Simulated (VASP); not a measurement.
# Nb3Te8Mo (P-3m1) in VASP: single point with PBE

Aim: the single point of Nb3Te8Mo with PBE.

Everything below comes from runs of VASP 6.6.1. Logs are shortened: lines on timing, memory, paths and dates and some standing lists are left out, and cuts for length are marked.

**1. The cell of the first run**

It takes space group P-3m1 (No. 164, trigonal). Conventional cell: a = 7.266 Å, b = 7.266 Å, c = 7.757 Å, α = 90.00°, β = 90.00°, γ = 120.00°. Nb (site symmetry 2/m) has 6 Te at 2.80 to 2.82 Å and 4 Nb at 3.63 Å and 2 Mo at 3.63 Å within 3.7 Å. Te (site symmetry 3m) has 3 Nb at 2.82 Å and 6 Te at 3.63 Å within 3.7 Å. Te (site symmetry m) has 1 Mo at 2.77 Å and 2 Nb at 2.80 Å and 6 Te at 3.59 to 3.68 Å within 3.7 Å. Mo (site symmetry -3m) has 6 Te at 2.77 Å and 6 Nb at 3.63 Å within 3.7 Å.

**2. Single point, PBE, collinear spin**

INCAR

```
ALGO = Normal ; EDIFF = 1E-6
ENCUT = 520 ; GGA = PE
ISIF = 2 ; ISMEAR = 0
ISPIN = 2 ; LASPH = True
LCHARG = False ; LMAXMIX = 4
LORBIT = 11 ; LREAL = False
LWAVE = False ; MAGMOM = 1 1 1 0 0 0 0 0 0 0 0 1
NBANDS = 66 ; NELM = 150
PREC = Accurate ; SIGMA = 0.1
```

KPOINTS

```
k-points
0
Gamma
  3 3 2
```

POSCAR

```
Nb3Te8Mo
1.0
    7.2657959000      0.0000000000      0.0000000000
   -3.6328980000      6.2923639000      0.0000000000
    0.0000000000      0.0000000000      7.7568849000
Nb Te Mo
3 8 1
Direct
    0.0000000000      0.5000000000      0.0000000000
    0.5000000000      0.5000000000      0.0000000000
    0.5000000000      0.0000000000      0.0000000000
    0.3333333000      0.6666667000      0.7577830000
    0.3292810000      0.1646405000      0.7626670000
    0.8353595000      0.6707190000      0.7626670000
    0.8353595000      0.1646405000      0.7626670000
    0.1646405000      0.8353595000      0.2373330000
    0.1646405000      0.3292810000      0.2373330000
    0.6707190000      0.8353595000      0.2373330000
    0.6666667000      0.3333333000      0.2422170000
    0.0000000000      0.0000000000      0.0000000000
```

Potentials or basis: VASP PAW PBE potentials, release 64 (Nb_sv, Te, Mo_sv).

On the command line:

```
$ cat potpaw_PBE.64/Nb_sv/POTCAR potpaw_PBE.64/Te/POTCAR potpaw_PBE.64/Mo_sv/POTCAR > POTCAR
$ mpirun -np 1 vasp_std > vasp.out
```

OUTCAR:

```text
EDIFF = 1E-6
   ENCUT = 520
   GGA = PE
   ISIF = 2
   ISMEAR = 0
   ISPIN = 2
   LASPH = True
   LORBIT = 11
   LREAL = False
   NELM = 150
   PREC = Accurate

 ion  position               nearest neighbor table
   1  0.000  0.500  0.000-   6 2.80   9 2.80   8 2.80   7 2.80   4 2.82  11 2.82
   2  0.500  0.500  0.000-   6 2.80   9 2.80   5 2.80  10 2.80   4 2.82  11 2.82
   3  0.500  0.000  0.000-   7 2.80   8 2.80   5 2.80  10 2.80   4 2.82  11 2.82
   4  0.333  0.667  0.758-   1 2.82   3 2.82   2 2.82   6 3.63   5 3.63   7 3.63   7 3.63   6 3.63
                             5 3.63
   5  0.329  0.165  0.763-  12 2.77   3 2.80   2 2.80   7 3.59   6 3.59   4 3.63   4 3.63   7 3.68
                             6 3.68
   6  0.835  0.671  0.763-  12 2.77   2 2.80   1 2.80   5 3.59   7 3.59   4 3.63   4 3.63   5 3.68
                             7 3.68
   7  0.835  0.165  0.763-  12 2.77   3 2.80   1 2.80   5 3.59   6 3.59   4 3.63   4 3.63   5 3.68
                             6 3.68
   8  0.165  0.835  0.237-  12 2.77   3 2.80   1 2.80  10 3.59   9 3.59  11 3.63  11 3.63  10 3.68
                             9 3.68
   9  0.165  0.329  0.237-  12 2.77   2 2.80   1 2.80  10 3.59   8 3.59  11 3.63  11 3.63  10 3.68
                             8 3.68
  10  0.671  0.835  0.237-  12 2.77   3 2.80   2 2.80   8 3.59   9 3.59  11 3.63  11 3.63   8 3.68
                             9 3.68
  11  0.667  0.333  0.242-   1 2.82   3 2.82   2 2.82   9 3.63  10 3.63   8 3.63   8 3.63   9 3.63
                            10 3.63
  12  0.000  0.000  0.000-   5 2.77  10 2.77   8 2.77   7 2.77   9 2.77   6 2.77

  LATTYP: Found a hexagonal cell.
 ALAT       =     7.2657959000
 C/A-ratio  =     1.0675891543

  Lattice vectors:

 A1 = (   7.2657959000,   0.0000000000,   0.0000000000)
 A2 = (  -3.6328980000,   6.2923639000,   0.0000000000)
 A3 = (   0.0000000000,   0.0000000000,   7.7568849000)

Analysis of symmetry for initial positions (statically):
=====================================================================
 Subroutine PRICEL returns:
 Original cell was already a primitive cell.

 Routine SETGRP: Setting up the symmetry group for a
 hexagonal supercell.

 Subroutine GETGRP returns: Found 12 space group operations
 (whereof 12 operations were pure point group operations)
 out of a pool of 24 trial point group operations.

The static configuration has the point symmetry D_3d.

Analysis of symmetry for dynamics (positions and initial velocities):
=====================================================================
 Subroutine PRICEL returns:
 Original cell was already a primitive cell.

 Routine SETGRP: Setting up the symmetry group for a
 hexagonal supercell.

 Subroutine GETGRP returns: Found 12 space group operations
 (whereof 12 operations were pure point group operations)
 out of a pool of 24 trial point group operations.

The dynamic configuration has the point symmetry D_3d.

Analysis of structural, dynamic, and magnetic symmetry:
=====================================================================
 Subroutine PRICEL returns:
 Original cell was already a primitive cell.

 Routine SETGRP: Setting up the symmetry group for a
 hexagonal supercell.

 Subroutine GETGRP returns: Found 12 space group operations
 (whereof 12 operations were pure point group operations)
 out of a pool of 24 trial point group operations.

The overall configuration has the point symmetry D_3d.

 Subroutine INISYM returns: Found 12 space group operations
 (whereof 12 operations are pure point group operations),
 and found     1 'primitive' translations

----------------------------------------------------------------------------------------

                                     Primitive cell

  volume of cell :     354.6373

  direct lattice vectors                    reciprocal lattice vectors
     7.265795900  0.000000000  0.000000000     0.137631171  0.079461394  0.000000000
    -3.632898000  6.292363900  0.000000000     0.000000000  0.158922786  0.000000000
     0.000000000  0.000000000  7.756884900     0.000000000  0.000000000  0.128917731

  length of vectors
     7.265795900  7.265795987  7.756884900     0.158922788  0.158922786  0.128917731

  position of ions in fractional coordinates (direct lattice)
     0.000000000  0.500000000  0.000000000
     0.500000000  0.500000000  0.000000000
     0.500000000  0.000000000  0.000000000
     0.333333300  0.666666700  0.757783000
     0.329281000  0.164640500  0.762667000
     0.835359500  0.670719000  0.762667000
     0.835359500  0.164640500  0.762667000
     0.164640500  0.835359500  0.237333000
     0.164640500  0.329281000  0.237333000
     0.670719000  0.835359500  0.237333000
     0.666666700  0.333333300  0.242217000
     0.000000000  0.000000000  0.000000000

[... 37 lines left out ...]
 ===========================================

 Found      6 irreducible k-points:

 Following reciprocal coordinates:
            Coordinates               Weight
  0.000000  0.000000  0.000000      1.000000
  0.333333  0.000000  0.000000      6.000000
  0.333333  0.333333  0.000000      2.000000
  0.000000  0.000000  0.500000      1.000000
  0.333333  0.000000  0.500000      6.000000
  0.333333  0.333333  0.500000      2.000000
   k-points           NKPTS =      6   k-points in BZ     NKDIM =      6   number of bands    NBANDS=     66
   number of dos      NEDOS =    301   number of ions     NIONS =     12
   total plane-waves  NPLWV = 174960
   dimension x,y,z NGX =    54 NGY =   54 NGZ =   60
   dimension x,y,z NGXF=   108 NGYF=  108 NGZF=  120
   ions per type =               3   8   1
   NGX,Y,Z   is equivalent  to a cutoff of  12.36, 12.36, 12.86 a.u.
   NGXF,Y,Z  is equivalent  to a cutoff of  24.71, 24.71, 25.72 a.u.
 SYSTEM =  unknown system
   PREC   = accura    normal or accurate (medium, high low for compatibility)
   ISTART =      0    job   : 0-new  1-cont  2-samecut
   ICHARG =      2    charge: 1-file 2-atom 10-const
   ISPIN  =      2    spin polarized calculation?
   LNONCOLLINEAR =      F non collinear calculations
   LSORBIT =      F    spin-orbit coupling
   LASPH  =      T    aspherical Exc in radial PAW
   ENCUT  =  520.0 eV  38.22 Ry    6.18 a.u.  13.51 13.51 14.42*2*pi/ulx,y,z
   NELM   =    150;   NELMIN=  2; NELMDL= -5     # of ELM steps
   EDIFF  = 0.1E-05   stopping-criterion for ELM
   LREAL  =      F    real-space projection
   EDIFFG = 0.1E-04   stopping-criterion for IOM
   NSW    =      0    number of steps for IOM
   IBRION =     -1    ionic relax: 0-MD 1-quasi-New 2-CG
   NFREE  =      0    steps in history (QN), initial steepest desc. (CG)
   ISIF   =      2    stress and relaxation
   ISYM   =      2    0-nonsym 1-usesym 2-fastsym
   POTIM  = 0.5000    time-step for ionic-motion
   TEBEG  =    0.0;   TEEND  =   0.0 temperature during run
   PSTRESS=    0.0 pullay stress
   NELECT =     101.0000    total number of electrons
   NUPDOWN=      -1.0000    fix difference up-down
   EMIN   =  10.00;   EMAX   =-10.00  energy-range for DOS
   EFERMI =   0.00;   METHOD = LEGACY
   ISMEAR =     0;   SIGMA  =   0.10  broadening in eV -4-tet -1-fermi 0-gaus
   EFERMI_NEDOS =   21; number of points for ismear=-14 and -15
   IALGO  =     38    algorithm
   IMIX   =      4    mixing-type and parameters
     AMIX     =   0.40;   BMIX     =  1.00
     AMIX_MAG =   1.60;   BMIX_MAG =  1.00
  volume/ion in A,a.u.               =      29.55       199.43
  Fermi-wavevector in a.u.,A,eV,Ry     =   1.077095  2.035414 15.784563  1.160133
  Thomas-Fermi vector in A             =   2.212997
   LORBIT       =     11    0 simple, 1 ext, 2 COOP (PROOUT), +10 PAW based schemes
   GGA     = PE    functional components
   LHFCALC =     F    Hartree Fock is set to
   AEXX    =    0.0000 exact exchange contribution
   IVDW    =     0    specifies the selected vdW correction
   LEPSILON=     F    determine dielectric tensor
   LRPA    =     F    only Hartree local field effects (RPA)
 spin polarized calculation
 Gauss-broadening in eV      SIGMA  =   0.10
  energy-cutoff  :      520.00
  volume of cell :      354.64
 maximum number of plane-waves:      9587
 NGX is ok and might be reduce to    54
   NGX = 27   NGY = 27   NGZ = 29

 number of electron     100.9999998 magnetization       1.1549722

 Free energy of the ion-electron system (eV)
  ---------------------------------------------------
  ext. energy  EPLUGINS =         0.00000000
  ---------------------------------------------------
  free energy    TOTEN  =       -70.87270184 eV

  energy without entropy =      -70.82293422  energy(sigma->0) =      -70.84781803

 E-fermi :   6.6041     XC(G=0):  -9.4975

 val. band max:        6.5695926861   @ k =   0.3333   0.3333   0.5000
 cond. band min:       6.6101024507   @ k =   0.3333   0.0000   0.0000
 fundamental gap:      0.0405097646
 Fermi energy:         6.6040677752

 spin component 1

 k-point     1 :       0.0000    0.0000    0.0000
  band No.  band energies     occupation
      1     -54.6611      1.00000
      2     -48.7715      1.00000
      3     -48.7632      1.00000
      4     -48.7632      1.00000
      5     -28.8193      1.00000
      6     -28.8193      1.00000
[... 379 lines left out ...]
     61       8.6789      0.00000
     62       8.6789      0.00000
 Fermi energy:         6.6040677752

 spin component 2

 k-point     1 :       0.0000    0.0000    0.0000
  band No.  band energies     occupation
      1     -54.2875      1.00000
      2     -48.7090      1.00000
      3     -48.7008      1.00000
      4     -48.7008      1.00000
      5     -28.3878      1.00000
      6     -28.3878      1.00000
[... 379 lines left out ...]
     61       8.7835      0.00000
     62       8.7835      0.00000
 [bands above 62 left out]

------------------------ aborting loop because EDIFF is reached ----------------------------------------

  FORCE on cell =-STRESS in cart. coord.  units (eV):
  Direction    XX          YY          ZZ          XY          YZ          ZX
  --------------------------------------------------------------------------------------
  -------------------------------------------------------------------------------------
  Total       -0.0976215     -0.0976215      0.1228872      0.0000000      0.0000000      0.0000000
  in kB       -0.4410334     -0.4410334      0.5551787      0.0000000      0.0000000      0.0000000
  external PRESSURE =      -0.1089627 kB  Pullay stress =       0.0000000 kB

 VOLUME and BASIS-vectors are now :
 -----------------------------------------------------------------------------
  energy-cutoff  :      520.00
  volume of cell :      354.64
      direct lattice vectors                 reciprocal lattice vectors
     7.265795900  0.000000000  0.000000000     0.137631171  0.079461394  0.000000000
    -3.632898000  6.292363900  0.000000000     0.000000000  0.158922786  0.000000000
     0.000000000  0.000000000  7.756884900     0.000000000  0.000000000  0.128917731

 POSITION                                       TOTAL-FORCE (eV/Angst)
 -----------------------------------------------------------------------------------
     -1.81645      3.14618      0.00000        -0.000000     -0.000000      0.000000
      1.81645      3.14618      0.00000        -0.000000     -0.000000      0.000000
      3.63290      0.00000      0.00000        -0.000000     -0.000000      0.000000
     -0.00000      4.19491      5.87804        -0.000000     -0.000000     -0.001583
      1.79437      1.03598      5.91592         0.005162      0.002980     -0.049284
      3.63290      4.22041      5.91592         0.000000     -0.005961     -0.049284
      5.47143      1.03598      5.91592        -0.005162      0.002980     -0.049284
     -1.83853      5.25639      1.84096         0.005162     -0.002980      0.049284
     -0.00000      2.07196      1.84096        -0.000000      0.005961      0.049284
      1.83853      5.25639      1.84096        -0.005162     -0.002980      0.049284
      3.63290      2.09745      1.87885        -0.000000     -0.000000      0.001583
      0.00000      0.00000      0.00000        -0.000000     -0.000000      0.000000
 -----------------------------------------------------------------------------------
    total drift:                                0.000000     -0.000000      0.000000

  FREE ENERGIE OF THE ION-ELECTRON SYSTEM (eV)
  ---------------------------------------------------
  free  energy   TOTEN  =       -70.8727018356 eV

  energy  without entropy=      -70.8229342244  energy(sigma->0) =      -70.84781803

 total charge

# of ion       s       p       d       tot
------------------------------------------
    1        2.147   5.999   2.428  10.575
    2        2.147   5.999   2.428  10.575
    3        2.147   5.999   2.428  10.575
    4        1.385   1.970   0.051   3.407
    5        1.386   1.968   0.052   3.406
    6        1.386   1.968   0.052   3.406
    7        1.386   1.968   0.052   3.406
    8        1.386   1.968   0.052   3.406
    9        1.386   1.968   0.052   3.406
   10        1.386   1.968   0.052   3.406
   11        1.385   1.970   0.051   3.407
   12        2.245   6.133   3.909  12.286
--------------------------------------------------
tot         19.774  39.878  11.611  71.262

 magnetization (x)

# of ion       s       p       d       tot
------------------------------------------
    1        0.001   0.001   0.091   0.094
    2        0.001   0.001   0.091   0.094
    3        0.001   0.001   0.091   0.094
    4        0.000  -0.001   0.002   0.001
    5       -0.000   0.004   0.001   0.005
    6       -0.000   0.004   0.001   0.005
    7       -0.000   0.004   0.001   0.005
    8       -0.000   0.004   0.001   0.005
    9       -0.000   0.004   0.001   0.005
   10       -0.000   0.004   0.001   0.005
   11        0.000  -0.001   0.002   0.001
   12        0.007   0.007   0.563   0.576
--------------------------------------------------
tot          0.011   0.033   0.846   0.890
```

It took 20 min on 1 thread of Intel Xeon 8259CL, shared host; peak memory 0.68 GiB.

What came out:

| Quantity | Value |
| --- | --- |
| Free energy | -70.8727 eV |
| Pressure | 0.0 GPa |
| Largest force | 0.050 eV/Å |
| Net moment | 1.15 μB per cell |
| Site moments | Nb +0.09; Te +0.00, +0.01 (each value once); Mo +0.58 μB |
| Valence electrons inside the program's atomic spheres | Nb 10.57; Te 3.41; Mo 12.29 |

Forces in eV/Å, atoms in the order of the input:
```
Nb   0.000  0.000  0.000
Nb   0.000  0.000  0.000
Nb   0.000  0.000  0.000
Te   0.000  0.000 -0.002
Te   0.005  0.003 -0.049
Te   0.000 -0.006 -0.049
Te  -0.005  0.003 -0.049
Te   0.005 -0.003  0.049
Te   0.000  0.006  0.049
Te  -0.005 -0.003  0.049
Te   0.000  0.000  0.002
Mo   0.000  0.000  0.000
```

Stress tensor (GPa, compression positive):
```
-0.04  0.00  0.00
 0.00 -0.04  0.00
 0.00  0.00  0.06
```

Levels at points of the mesh, in eV from the Fermi level:
Spin up:
| k point | band 47 | band 48 | band 49 | band 50 | band 51 | band 52 | band 53 | band 54 | band 55 | band 56 |
| --- | --- | --- | --- | --- | --- | --- | --- | --- | --- | --- |
| (0.00, 0.00, 0.00) | -0.72 | -0.63 | -0.63 | -0.63 | -0.16 | -0.16 | 1.11 | 1.11 | 1.22 | 1.22 |
| (0.00, 0.00, 0.50) | -0.53 | -0.53 | -0.53 | -0.16 | -0.16 | -0.13 | 1.11 | 1.11 | 1.17 | 1.17 |
Spin down:
```tsv
k point	band 47	band 48	band 49	band 50	band 51	band 52	band 53	band 54
(0.00, 0.00, 0.00)	-0.61	-0.61	-0.61	-0.59	0.05	0.05	1.23	1.23
(0.00, 0.00, 0.50)	-0.52	-0.51	-0.51	0.04	0.05	0.05	1.18	1.18
```

Caveat: the k points lie up to 0.41 Å⁻¹ apart; spin-orbit coupling is left out, which moves the levels of the heavy elements; this functional lacks dispersion, which binds the layers, so the pressure and a relaxed spacing across them are unreliable.
